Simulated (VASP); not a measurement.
Wanted: the native input for a VASP 6.6.1 run.

```yaml
Task: single point
Functional: PBE
Potentials_or_basis: VASP PAW PBE potentials, release 64 (Si, O)
Cutoff: 520 eV
k_mesh: 2 × 2 × 2
Occupations: gaussian, width 0.05 eV
Spin: collinear spin, zero start
Starting_moments: "[0.0, 0.0, 0.0, 0.0, 0.0, 0.0, 0.0, 0.0, 0.0, 0.0, 0.0, 0.0, 0.0, 0.0, 0.0, 0.0, 0.0] μB"
Dipole_correction: no
Further_INCAR_settings: LREAL = Auto; ALGO = Normal; EDIFF = 1e-06; NBANDS = 53
```

The structure of Si16O (a cell with a defect) lies in POSCAR:

```
Si16O
1.0
    0.0000000000      5.4300000000      5.4300000000
    5.4300000000      0.0000000000      5.4300000000
    5.4300000000      5.4300000000      0.0000000000
Si O
16 1
Direct
   -0.0303762431      0.0286073665      0.0318316759
    0.1374119705      0.1537755064      0.1078110497
   -0.0090488029     -0.0121732965      0.4820736648
    0.1056105893      0.0872356354      0.6523288214
   -0.0092486188      0.5224918969     -0.0032745856
    0.1125198895      0.6128480663      0.1586095764
   -0.0045343462      0.4630190608      0.5286348987
    0.1226731123      0.6150942910      0.6261648250
    0.5069674954     -0.0026772560     -0.0069993554
    0.6020176796      0.1362106814      0.1295355433
    0.4801908840     -0.0027382136      0.5072023020
    0.6171277164      0.1220404236      0.6208997238
    0.4860977901      0.5081167587     -0.0008548803
    0.6174848987      0.6221478821      0.1280618785
    0.4961409761      0.4954962247      0.5029938306
    0.6212095764      0.6222112339      0.6250513812
    0.9638051565      0.8431627993      0.2785825046
```

One way to write it, as run:

INCAR

```
  ALGO = Normal
  EDIFF = 1E-6
  ENCUT = 520
  GGA = PE
  ISIF = 2
  ISMEAR = 0
  ISPIN = 2
  LASPH = T
  LCHARG = F
  LORBIT = 11
  LREAL = Auto
  LWAVE = F
  MAGMOM = 0 0 0 0 0 0 0 0 0 0 0 0 0 0 0 0 0
  NBANDS = 53
  NELM = 150
  PREC = Accurate
  SIGMA = 0.05
```

KPOINTS

```
k-points
0
Gamma
  2 2 2
```

Potentials or basis: VASP PAW PBE potentials, release 64 (Si, O).

The run is started by

```sh
$ cat potpaw_PBE.64/Si/POTCAR potpaw_PBE.64/O/POTCAR > POTCAR
$ mpirun -np 1 vasp_std > vasp.out
```

It gave:

* Pressure: 3.2 GPa
* Largest force: 3.026 eV/Å
* Band gap on the k mesh: 0.55 eV
* Net moment: 0.00 μB per cell
* Valence electrons inside the program's atomic spheres: Si 1.66, 1.71, 1.67, 1.70, 1.61, 1.69 (each value once); O 5.03

Caveat: the k points lie up to 0.50 Å⁻¹ apart.

Run time: 6.1 min on 1 thread of Intel(R) Xeon(R) 6975P-C (Granite Rapids) (shared host), peak memory 0.7 GiB.
